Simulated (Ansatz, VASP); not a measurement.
# WC: VASP beside Ansatz

File INCAR:

```
  ALGO = Normal
  EDIFF = 1E-6
  ENCUT = 520
  GGA = PE
  ISIF = 2
  ISMEAR = -1
  LASPH = T
  LCHARG = T
  LELF = T
  LREAL = F
  LVHAR = T
  LWAVE = F
  NBANDS = 16
  NELM = 100
  PREC = Accurate
  SIGMA = 0.05
```

Contents of KPOINTS:

```
k-points
0
Gamma
  13 13 12
```

POSCAR

```
WC
1.0
    2.9573884556      0.0000000000      0.0000000000
   -1.4786942278      2.5611735314      0.0000000000
    0.0000000000      0.0000000000      2.8844846746
W C
1 1
Direct
    0.0000000000      0.0000000000      0.0000000000
    0.6666666667      0.3333333333      0.5000000000
```

Input for Ansatz:

```yaml
crystal:
  lattice:
    - [2.9573884556, 0.0, 0.0]
    - [-1.4786942278, 2.5611735314, 0.0]
    - [0.0, 0.0, 2.8844846746]
  atoms:
    - { symbol: W, position: [0.0, 0.0, 0.0] }
    - { symbol: C, position: [0.6666666667, 0.3333333333, 0.5] }
kpoints:
  mp_grid: { grid: [13, 13, 12] }
scf:
  occupations: { method: fermi_dirac, width: 0.05 }
hamiltonian:
  xc: pbe
  pseudopotentials: { kind: all_electron, lapw: { basis_error: 0.001 } }
output:
  forces: true
  stress: true
  eigenvalues: true
```

Change from the starting cell: volume scaled by 1.06.

Alike in both runs: task single point; functional PBE; k mesh 13 × 13 × 12; occupations fermi-dirac, width 0.05 eV; no spin polarisation.

```csv
,VASP,Ansatz
version,VASP 6.6.1,Ansatz 0.2.0
potentials or method,"VASP PAW PBE potentials, release 64 (W_sv, C), cutoff 520 eV","all-electron LAPW, scalar-relativistic"
```

Ansatz gave:

```
pressure (GPa)                                                : -13.2
traceless stress, the component that is largest in VASP (GPa) : -2.01
```

**Question.** Estimate VASP's values.

**Answer.** Pressure (GPa): -12.5; traceless stress, the component that is largest in VASP (GPa): -1.84.

Ansatz ran all-electron here, and VASP with PAW potentials.

Spin-orbit coupling is off throughout.
